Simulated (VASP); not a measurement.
Set up this calculation in VASP 6.6.1, as the native input.

| Item | Value |
| --- | --- |
| Task | single point |
| Functional | PBE |
| Potentials or basis | VASP PAW PBE potentials, release 64 (Be, S) |
| Cutoff | 600 eV |
| k mesh | 12 × 12 × 12 |
| Occupations | gaussian, width 0.02 eV |
| Spin | no spin polarisation |
| Dipole correction | no |
| Further INCAR settings | ALGO = Normal; EDIFF = 1e-06; NBANDS = 11 |

The structure of BeS lies in POSCAR:

```
BeS
1.0
    0.0000000000      2.4858228506      2.4858228506
    2.4858228506      0.0000000000      2.4858228506
    2.4858228506      2.4858228506      0.0000000000
Be S
1 1
Direct
    0.2500000000      0.2500000000      0.2500000000
    0.5000000000      0.5000000000      0.5000000000
```

These files were run (other wordings do the same):

INCAR

```
SYSTEM = BeS
PREC = Accurate
ENCUT = 600
EDIFF = 1E-6
ISMEAR = 0
SIGMA = 0.02
LREAL = .FALSE.
LASPH = .TRUE.
NELM = 120
ALGO = Normal
ISIF = 2
LWAVE = .FALSE.
LCHARG = .FALSE.
GGA = PE
NBANDS = 11
GGA_COMPAT = .FALSE.
```

KPOINTS

```
regular mesh
0
G
  12 12 12
  0 0 0
```

Potentials or basis: VASP PAW PBE potentials, release 64 (Be, S).

Run with:

```bash
$ cat potpaw_PBE.64/Be/POTCAR potpaw_PBE.64/S/POTCAR > POTCAR
$ mpirun -np 1 vasp_std > vasp.out
```

It gave:

```yaml
Pressure: -4.8 GPa
Band_gap_on_the_k_mesh: 3.26 eV (least direct gap 5.27 eV)
```

Caveat: the cell stands under tension.

Wall time 26 s on 1 thread of Intel Xeon 8259CL, with other jobs on the host, peak memory 0.17 GiB.
